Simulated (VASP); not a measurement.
Al: relaxation of cell and atoms with PBE

The system is Al.

```
CELL_PARAMETERS angstrom
2.82708 0.00000 0.00000
-1.41354 2.44832 0.00000
0.00000 0.00000 9.18599
ATOMIC_POSITIONS crystal
Al 0.00000 0.00000 0.00000
Al 0.33333 0.66667 0.25000
Al 0.00000 0.00000 0.50000
Al 0.66667 0.33333 0.75000
```

This isn't the form of Al at room conditions, which is fcc.

* Program: VASP 6.6.1
* Task: relaxation of cell and atoms
* Functional: PBE
* Potentials or basis: VASP PAW PBE potentials, release 64 (Al)
* Cutoff: 600 eV
* k mesh: 18 × 18 × 6
* Occupations: gaussian, width 0.1 eV
* Spin: no spin polarisation
* Dipole correction: no
* Further INCAR settings: ALGO = Fast; EDIFF = 1e-06; IBRION = 2; EDIFFG = -0.005; NSW = 100; ISIF = 3

```json
{
  "Relaxed volume": "16.54 Å³/atom",
  "Relaxed cell": "a = 2.854 Å, b = 2.854 Å, c = 9.380 Å, α = 90.00°, β = 90.00°, γ = 120.00°",
  "Space group after relaxing (to 0.1 Å)": "P6_3/mmc (No. 194)",
  "Energy gained by relaxing": "7.0 meV/atom",
  "Ionic steps": "9",
  "Pressure after relaxing": "0.0 GPa",
  "Band gap on the k mesh": "zero (bands 6 and 7 overlap by 5.38 eV)"
}
```

Step by step:
```csv
step,energy change (eV),largest force (eV/Å),pressure (GPa),volume (Å³)
1,0.0000,0.0000,3.38,63.58
2,-0.0262,0.0000,-0.63,66.72
3,-0.0272,0.0000,-0.04,66.20
4,-0.0271,0.0000,-0.10,66.26
5,-0.0278,0.0000,-0.09,66.25
6,-0.0280,0.0000,-0.07,66.24
7,-0.0281,0.0000,-0.08,66.24
8,-0.0281,0.0000,-0.08,66.24
9,-0.0281,0.0000,0.03,66.15
```

Final structure:
```cif
data_structure
_symmetry_space_group_name_H-M 'P 1'
_symmetry_Int_Tables_number 1
_cell_length_a 2.8537
_cell_length_b 2.8537
_cell_length_c 9.3799
_cell_angle_alpha 90.000
_cell_angle_beta 90.000
_cell_angle_gamma 120.000
_cell_volume 66.15
loop_
_atom_site_label
_atom_site_type_symbol
_atom_site_fract_x
_atom_site_fract_y
_atom_site_fract_z
_atom_site_occupancy
Al1 Al 0.00000 0.00000 0.00000 1
Al2 Al 0.33333 0.66667 0.25000 1
Al3 Al 0.00000 0.00000 0.50000 1
Al4 Al 0.66667 0.33333 0.75000 1
```

Levels at points of the mesh, in eV from the Fermi level:
```
           k point  band 3  band 4  band 5  band 6  band 7  band 8  band 9  band 10
(0.00, 0.00, 0.00)   -9.44   -4.61   -4.45    3.32    3.33   10.75   10.75    10.94
(0.50, 0.00, 0.00)   -3.89   -3.82   -3.32   -3.22    0.83    1.25    1.29     1.57
(0.00, 0.00, 0.50)   -7.38   -7.38   -0.95   -0.95    8.15    8.15   11.06    11.06
(0.50, 0.00, 0.50)   -4.75   -4.75   -1.85   -1.85   -1.20   -1.20    4.50     4.50
```

It took 6.9 min on 1 thread of Intel Xeon 8259CL (shared host), peak memory 0.27 GiB.
